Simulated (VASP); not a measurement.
# BeRhS3 (P6/mmm) in VASP: notebook, part 3 of 3

VASP 6.6.1. The steps go on from the part before.

**5. Relaxation of cell and atoms, PBE**

INCAR reads:

```
SYSTEM = BeRhS3
  PREC = Accurate
  ENCUT = 600
  EDIFF = 1E-6
  ISMEAR = 0
  SIGMA = 0.1
  LREAL = .False.
  LASPH = .True.
  NELM = 80
  ALGO = Normal
  ISIF = 3
  LWAVE = .False.
  LCHARG = .False.
  GGA = PE
  IBRION = 2
  NSW = 100
  EDIFFG = -0.01
```

KPOINTS reads:

```
regular mesh
0
Gamma
  12 12 10
  0 0 0
```

POSCAR reads:

```
BeRhS3
1.0
    5.1467254773      0.0000000000      0.0000000000
   -2.5733627386      4.4571950096      0.0000000000
    0.0000000000      0.0000000000      4.2536230884
Be Rh S
1 1 3
Direct
    0.0000000000      0.0000000000      0.5000000000
    0.0000000000      0.0000000000      0.0000000000
    0.5000000000      0.0000000000      0.0000000000
    0.0000000000      0.5000000000      0.0000000000
    0.5000000000      0.5000000000      0.0000000000
```

Potentials or basis: VASP PAW PBE potentials, release 64 (Be, Rh_pv, S).

Started as:

```console
> cat potpaw_PBE.64/Be/POTCAR potpaw_PBE.64/Rh_pv/POTCAR potpaw_PBE.64/S/POTCAR > POTCAR
> mpirun -np 1 vasp_std > vasp.out
```

OUTCAR:

```text
SYSTEM = BeRhS3
   PREC = Accurate
   ENCUT = 600
   EDIFF = 1E-6
   ISMEAR = 0
   LREAL = .False.
   LASPH = .True.
   NELM = 80
   ISIF = 3
   GGA = PE
   IBRION = 2
   NSW = 100
   EDIFFG = -0.01

 ion  position               nearest neighbor table
   1  0.000  0.000  0.500-   2 2.13   2 2.13
   2  0.000  0.000  0.000-   1 2.13   1 2.13   4 2.57   4 2.57   5 2.57   5 2.57   3 2.57   3 2.57

   3  0.500  0.000  0.000-   5 2.57   5 2.57   4 2.57   4 2.57   2 2.57   2 2.57
   4  0.000  0.500  0.000-   2 2.57   2 2.57   3 2.57   3 2.57   5 2.57   5 2.57
   5  0.500  0.500  0.000-   3 2.57   3 2.57   2 2.57   2 2.57   4 2.57   4 2.57

  LATTYP: Found a hexagonal cell.
 ALAT       =     5.1467254773
 C/A-ratio  =     0.8264717260

  Lattice vectors:

 A1 = (   5.1467254773,   0.0000000000,   0.0000000000)
 A2 = (  -2.5733627386,   4.4571950096,   0.0000000000)
 A3 = (   0.0000000000,   0.0000000000,   4.2536230884)
[... 306 lines left out ...]
  free energy    TOTEN  =       -19.96119798 eV

  energy without entropy =      -19.94633316  energy(sigma->0) =      -19.95376557

 E-fermi :   4.5881     XC(G=0):  -9.5104

 val. band max:        4.5859268916   @ k =   0.4167   0.0000   0.1000
 cond. band min:       4.5958530104   @ k =   0.3333   0.0000   0.0000
 fundamental gap:      0.0099261188
 Fermi energy:         4.5880588415

 k-point     1 :       0.0000    0.0000    0.0000
  band No.  band energies     occupation
      1     -41.7069      2.00000
      2     -41.6407      2.00000
      3     -41.6407      2.00000
      4     -10.9475      2.00000
      5      -6.8488      2.00000
      6      -6.8488      2.00000
[... 565 lines left out ...]
     20       6.0912      0.00000
     21       6.7861      0.00000

 [... further k-points ...]

------------------------ aborting loop because EDIFF is reached ----------------------------------------

  FORCE on cell =-STRESS in cart. coord.  units (eV):
  Direction    XX          YY          ZZ          XY          YZ          ZX
  --------------------------------------------------------------------------------------
  -------------------------------------------------------------------------------------
  Total        0.0120217      0.0120217      0.0316011      0.0000000      0.0000000     -0.0000000
  in kB        0.1978899      0.1978899      0.5201862      0.0000000      0.0000000     -0.0000000
  external PRESSURE =       0.3053220 kB  Pullay stress =       0.0000000 kB
[... 20 lines left out ...]
  FREE ENERGIE OF THE ION-ELECTRON SYSTEM (eV)
  ---------------------------------------------------
  free  energy   TOTEN  =       -19.9611979767 eV

  energy  without entropy=      -19.9463331625  energy(sigma->0) =      -19.95376557

 reached required accuracy - stopping structural energy minimisation
```

OSZICAR:

```text
N       E                     dE             d eps       ncg     rms          rms(c)
DAV:   1     0.237334979524E+03    0.23733E+03   -0.19375E+04  5644   0.165E+03
DAV:   2    -0.154716987356E+01   -0.23888E+03   -0.23178E+03  5541   0.341E+02
DAV:   3    -0.196336506921E+02   -0.18086E+02   -0.17549E+02  6508   0.857E+01
[... 34 lines left out ...]
DAV:   3    -0.199612135677E+02    0.92263E-03   -0.40585E-03  5830   0.622E-01    0.379E-02
DAV:   4    -0.199612057204E+02    0.78473E-05   -0.21467E-04  5247   0.991E-02    0.294E-02
DAV:   5    -0.199612011287E+02    0.45917E-05   -0.10914E-05  5649   0.272E-02    0.163E-02
DAV:   6    -0.199611984146E+02    0.27142E-05   -0.37733E-06  4841   0.131E-02    0.344E-03
DAV:   7    -0.199611979767E+02    0.43781E-06   -0.45012E-07  2714   0.558E-03
   4 F= -.19961198E+02 E0= -.19953766E+02  d E =-.594678E-04
```

CONTCAR:

```text
BeRhS3
   1.00000000000000
     5.1349261776317840   -0.0000000000001324   -0.0000000000000000
    -2.5674630887661216    4.4469765163408459    0.0000000000000000
    -0.0000000000000000    0.0000000000000000    4.2624054768031803
  Be              Rh              S
     1     1     3
Direct
     0.0000000000000000    0.0000000000000000    0.5000000000000000
     1.0000000000000000    1.0000000000000000    0.0000000000000000
     0.5000000000000000    0.0000000000000000    0.0000000000000000
     0.0000000000000000    0.5000000000000000    0.0000000000000000
     0.5000000000000000    0.5000000000000000    0.0000000000000000

  0.00000000E+00  0.00000000E+00  0.00000000E+00
  0.00000000E+00  0.00000000E+00  0.00000000E+00
  0.00000000E+00  0.00000000E+00  0.00000000E+00
  0.00000000E+00  0.00000000E+00  0.00000000E+00
  0.00000000E+00  0.00000000E+00  0.00000000E+00
```

Run time: 8.9 min. Hardware: 1 thread of AMD EPYC 7R13 (Zen 3), shared host; peak memory 0.44 GiB.

Results:

```yaml
Free_energy: -19.9612 eV
Relaxed_volume: 19.47 Å³/atom
Relaxed_cell: a = 5.135 Å, b = 5.135 Å, c = 4.262 Å, α = 90.00°, β = 90.00°, γ = 120.00°
Space_group_after_relaxing_to_0.1_Å: P6/mmm (No. 191)
Energy_gained_by_relaxing: 0.2 meV/atom
Ionic_steps: 4
Pressure_after_relaxing: 0.0 GPa
Band_gap_on_the_k_mesh: zero (an odd number of electrons rules out a gap without spin polarisation)
```

Step by step:
```
step  energy change (eV)  largest force (eV/Å)  pressure (GPa)  volume (Å³)
   1              0.0000                0.0000           -0.30        97.58
   2             -0.0008                0.0000            0.27        97.06
   3             -0.0010                0.0000            0.08        97.22
   4             -0.0010                0.0000            0.03        97.33
```

Final structure:
```
Be Rh S
1.0
     5.13493    0.00000    0.00000
    -2.56746    4.44698    0.00000
     0.00000    0.00000    4.26241
Be Rh S
1 1 3
Cartesian
  0.0000 0.0000 2.1312
  2.5675 4.4470 0.0000
  2.5675 0.0000 0.0000
  -1.2837 2.2235 0.0000
  1.2837 2.2235 0.0000
```

Levels at points of the mesh, in eV from the Fermi level:
| k point | band 15 | band 16 | band 17 | band 18 | band 19 | band 20 |
| --- | --- | --- | --- | --- | --- | --- |
| (0.00, 0.00, 0.00) | -1.50 | -0.45 | -0.45 | -0.42 | 1.52 | 3.09 |
| (0.50, 0.00, 0.00) | -1.99 | -1.20 | -0.75 | 0.08 | 1.24 | 1.83 |
| (0.00, 0.00, 0.50) | -1.49 | -1.09 | -1.09 | 0.40 | 0.40 | 1.56 |
| (0.50, 0.00, 0.50) | -1.93 | -1.11 | -1.08 | -0.40 | -0.35 | 1.27 |

Caveat: an odd number of electrons without spin polarisation forces a metal; a magnetic or distorted state may lie lower.

**6. Summary**

| task | spin | cell | k mesh | cutoff (eV) | gap on the mesh (eV) | pressure (GPa) | moment (μB) |
| --- | --- | --- | --- | --- | --- | --- | --- |
| single point | off | a = 5.138, b = 5.138, c = 4.262 Å, angles 90.0, 90.0, 120.0°, 5 atoms | 12 × 12 × 10 | 520 | none | -0.1 | - |
| single point | collinear, ferromagnetic start | a = 5.101, b = 5.101, c = 4.042 Å, angles 90.0, 90.0, 120.0°, 5 atoms | 6 × 6 × 4 | 520 | none | 4.6 | 0.00 |
| single point | collinear, ferromagnetic start | a = 5.147, b = 5.147, c = 4.254 Å, angles 90.0, 90.0, 120.0°, 5 atoms | 6 × 6 × 4 | 520 | none | -0.1 | 0.00 |
| relaxation of cell and atoms | off | relaxed from a = 5.147, b = 5.147, c = 4.254 Å, angles 90.0, 90.0, 120.0°, 5 atoms | 12 × 12 × 10 | 600 | none | 0.0 | - |

Alike in all rows: level PBE; potentials or basis VASP PAW PBE potentials, release 64 (Be, Rh_pv, S); smearing gaussian 0.1 eV.

Caveats: some runs use coarse meshes; an odd number of electrons without spin polarisation forces a metal (at least some runs); a magnetic or distorted state may lie lower (at least some runs).

Total energies depend on the potentials used, so only differences within one code and one set of settings carry meaning.

The gap in the log of VASP goes by the Fermi energy; the results here count the filled bands.